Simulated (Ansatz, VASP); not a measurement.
## TlBr: VASP beside Ansatz

Contents of INCAR:

```
SYSTEM = TlBr
PREC = Accurate
ENCUT = 500
EDIFF = 1E-6
ISMEAR = 0
SIGMA = 0.01
LREAL = .FALSE.
LASPH = .TRUE.
NELM = 120
ALGO = Normal
ISIF = 2
LWAVE = .FALSE.
LCHARG = .FALSE.
GGA = CA
NBANDS = 17
GGA_COMPAT = .FALSE.
```

File KPOINTS:

```
regular mesh
0
G
  4 4 4
  0 0 0
```

File POSCAR:

```
TlBr
1.0
    3.9461933093      0.0000000000      0.0000000000
    0.0000000000      3.9461933093      0.0000000000
    0.0000000000      0.0000000000      3.9461933093
Tl Br
1 1
Direct
    0.0000000000      0.0000000000      0.0000000000
    0.5000000000      0.5000000000      0.5000000000
```

Input for Ansatz:

```yaml
crystal:
  lattice:
    - [3.9461933093, 0.0, 0.0]
    - [0.0, 3.9461933093, 0.0]
    - [0.0, 0.0, 3.9461933093]
  atoms:
    - { symbol: Tl, position: [0.0, 0.0, 0.0] }
    - { symbol: Br, position: [0.5, 0.5, 0.5] }
kpoints:
  mp_grid: { grid: [4, 4, 4] }
hamiltonian:
  xc: lda
scf:
  occupations: { method: fixed }
  n_extra_bands: 4
output:
  forces: true
  stress: true
  eigenvalues: true
```

Alike in both runs: task single point; functional LDA; k mesh 4 × 4 × 4; no spin polarisation.

```csv
,VASP,Ansatz
version,VASP 6.6.1,Ansatz 0.2.0
potentials or method,"VASP PAW LDA potentials, release 64 (Tl_d, Br)",plane waves
plane-wave cutoff (eV),500,420
occupations,"gaussian, width 0.01 eV",fixed
valence electrons in the cell,20,20
```

```tsv
	VASP	Ansatz	Ansatz less VASP
gap on the k mesh at the Fermi level (eV)	1.57	1.59	+0.021
pressure (GPa)	-2.0	-2.1	-0.03
```

LDA's correlation is that of Perdew and Zunger in VASP and of Perdew and Wang (1992) in Ansatz.

Neither program's run includes spin-orbit coupling.
